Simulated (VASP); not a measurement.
Here is a VASP 6.6.1 calculation.

INCAR

```
SYSTEM = SnO2
PREC     = Accurate       ! precision mode
ENCUT    = 520            ! plane-wave cutoff, eV
EDIFF    = 1E-6           ! SCF threshold, eV
ISMEAR   = 1              ! smearing method
SIGMA    = 0.01           ! smearing width, eV
LREAL    = .FALSE.        ! projectors in reciprocal space
LASPH    = .TRUE.         ! aspherical terms in the spheres
NELM     = 60             ! most SCF steps
ALGO     = Normal         ! electronic algorithm
ISIF     = 2              ! what is computed and relaxed
LWAVE    = .FALSE.        ! write WAVECAR
LCHARG   = .FALSE.        ! write CHGCAR
GGA      = PE             ! functional
IVDW     = 12             ! dispersion correction
NBANDS   = 35             ! bands
```

File KPOINTS:

```
regular mesh
0
G
  3 3 4
  0 0 0
```

Contents of POSCAR:

```
SnO2
1.0
    4.7738026684      0.0000000000      0.0000000000
    0.0000000000      4.7738026684      0.0000000000
    0.0000000000      0.0000000000      3.2252035507
Sn O
2 4
Direct
    0.0000000000      0.0000000000      0.0000000000
    0.5000000000      0.5000000000      0.5000000000
    0.3060499446      0.3060499446      0.0000000000
    0.1939500554      0.8060499446      0.5000000000
    0.6939500554      0.6939500554      0.0000000000
    0.8060499446      0.1939500554      0.5000000000
```

Potentials or basis: VASP PAW PBE potentials, release 64 (Sn_d, O).

Launch:

```bash
$ cat potpaw_PBE.64/Sn_d/POTCAR potpaw_PBE.64/O/POTCAR > POTCAR
$ mpirun -np 1 vasp_std > vasp.out
```

Q: What does it give for the largest force?

A: 0.014 eV/Å.

Q: What does it give for the pressure?

A: 2.3 GPa.

Forces in eV/Å, atoms in the order of the input:
```
Sn   0.000  0.000  0.000
Sn   0.000  0.000  0.000
O   -0.010 -0.010  0.000
O    0.010 -0.010  0.000
O    0.010  0.010  0.000
O   -0.010  0.010  0.000
```

Caveat: the k points lie up to 0.49 Å⁻¹ apart; three body term missing.
